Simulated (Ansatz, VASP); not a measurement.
**HfN2: VASP beside Ansatz**

```
Hf N
1.0
     0.00000    3.15837    3.15837
     3.15837    0.00000    3.15837
     3.15837    3.15837    0.00000
Hf N
2 4
Cartesian
  0.0000 0.0000 0.0000
  1.5792 1.5792 1.5792
  3.9480 3.9480 3.9480
  3.9480 2.3688 2.3688
  2.3688 2.3688 3.9480
  2.3688 3.9480 2.3688
```

Alike in both runs: functional PBE; k mesh 6 × 6 × 6; occupations gaussian, width 0.1 eV; no spin polarisation.

Ansatz relaxed the structure, and its values are those at the end. VASP's run is a single point on that final structure, the one shown.

```csv
,VASP,Ansatz
version,VASP 6.6.1,Ansatz 0.2.0
potentials or method,"VASP PAW PBE potentials, release 64 (Hf_pv, N), cutoff 520 eV","scalar-relativistic, plane waves, PAW"
valence electrons in the cell,40,72
```

```tsv
	VASP	Ansatz	Ansatz less VASP
gap on the k mesh at the Fermi level (eV)	none	none	-
pressure (GPa)	-1.7	0.0	+1.68
```

A gap of «none» marks a metal or a gap that the smearing closes. VASP's potentials hold 40 valence electrons a cell and Ansatz's 72, so a difference there can come from the potentials and not from the codes.

Neither program's run includes spin-orbit coupling.
